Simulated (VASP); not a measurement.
## CoSi2: single point with PBE

The system is CoSi2.

```xyz
3
Lattice="0.0000 2.7052 2.6244 2.7052 0.0000 2.6244 2.7052 2.7052 0.0000" Properties=species:S:1:pos:R:3 pbc="T T T"
Co    0.0000    0.0000    0.0000
Si    1.3526    1.3526    1.3122
Si    4.0578    4.0578    3.9367
```

This cell differs from its parent crystal: stretched by -2 % along [0.0, 0.0, 1.0] at fixed volume.

```yaml
Program: VASP 6.6.1
Task: single point
Functional: PBE
Potentials_or_basis: VASP PAW PBE potentials, release 64 (Co, Si)
Cutoff: 520 eV
k_mesh: 10 × 10 × 10
Occupations: fermi-dirac, width 0.025 eV
Spin: collinear spin, ferromagnetic start
Starting_moments: "[2.0, 0.0, 0.0] μB"
```

```
Pressure                                              : 0.3 GPa
Net moment                                            : 0.00 μB per cell
Valence electrons inside the program's atomic spheres : Co 8.85; Si 1.59
```

Stress tensor (GPa, compression positive):
```
-0.76  0.00  0.00
 0.00 -0.76  0.00
 0.00  0.00  2.34
```

Levels at points of the mesh, in eV from the Fermi level:
Spin up:
```tsv
k point	band 6	band 7	band 8	band 9	band 10	band 11	band 12	band 13
(0.00, 0.00, 0.00)	-1.85	0.75	3.13	3.33	3.33	3.53	3.53	3.66
(0.50, 0.00, 0.00)	-1.64	-1.63	-0.59	-0.39	2.71	3.36	3.38	4.39
(0.50, 0.50, 0.00)	-1.94	-1.94	-1.85	-1.37	1.42	2.81	8.60	9.50
(0.50, 0.00, 0.50)	-2.07	-1.97	-1.90	-1.33	1.62	2.96	8.49	9.14
```
Spin down:
| k point | band 6 | band 7 | band 8 | band 9 | band 10 | band 11 | band 12 | band 13 |
| --- | --- | --- | --- | --- | --- | --- | --- | --- |
| (0.00, 0.00, 0.00) | -1.85 | 0.75 | 3.13 | 3.33 | 3.33 | 3.53 | 3.53 | 3.66 |
| (0.50, 0.00, 0.00) | -1.64 | -1.63 | -0.59 | -0.39 | 2.71 | 3.36 | 3.38 | 4.39 |
| (0.50, 0.50, 0.00) | -1.94 | -1.94 | -1.85 | -1.37 | 1.42 | 2.81 | 8.60 | 9.50 |
| (0.50, 0.00, 0.50) | -2.07 | -1.97 | -1.90 | -1.33 | 1.62 | 2.96 | 8.49 | 9.14 |

Run time: 3.1 min on 1 thread of Intel(R) Xeon(R) Platinum 8375C CPU @ 2.90GHz (Ice Lake) (shared host), peak memory 0.25 GiB.

Caveat: the moments typed at the start vanished in this run.
